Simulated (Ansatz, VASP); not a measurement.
## Two plane-wave programs on AlN

```
CELL_PARAMETERS angstrom
2.95545 0.00000 0.00000
-1.47773 2.55950 0.00000
0.00000 0.00000 4.85355
ATOMIC_POSITIONS crystal
Al 0.33333 0.66667 0.00000
Al 0.66667 0.33333 0.50000
N 0.33333 0.66667 0.38500
N 0.66667 0.33333 0.88500
```

Change from the starting cell: strain -0.050 along x and y, -0.025 along z, atoms carried along.

Alike in both runs: task single point; functional PBE; k mesh 9 × 9 × 6; occupations gaussian, width 0.05 eV; no spin polarisation.

|  | VASP | Ansatz |
| --- | --- | --- |
| version | VASP 6.6.1 | Ansatz 0.2.0 |
| potentials or method | VASP PAW PBE potentials, release 64 (Al, N), cutoff 520 eV | scalar-relativistic, plane waves, PAW |
| valence electrons in the cell | 16 | 16 |

VASP gave:

| Quantity | Value |
| --- | --- |
| gap on the k mesh at the Fermi level (eV) | 5.08 |
| least direct gap on the mesh (eV) | 5.41 |
| pressure (GPa) | 38.9 |
| traceless stress, the component that is largest in VASP (GPa) | -13.71 |
| rms of the force components (eV/Å) | 0.391 |

Question: Estimate Ansatz's values.

Answer: gap on the k mesh at the Fermi level (eV): 5.09; least direct gap on the mesh (eV): 5.39; pressure (GPa): 39.0; traceless stress, the component that is largest in VASP (GPa): -13.61; rms of the force components (eV/Å): 0.387.

Atom by atom the forces differ by 0.004 eV/Å (rms over components). Both programs put the cell under a high pressure, so it lies far from rest at this level.
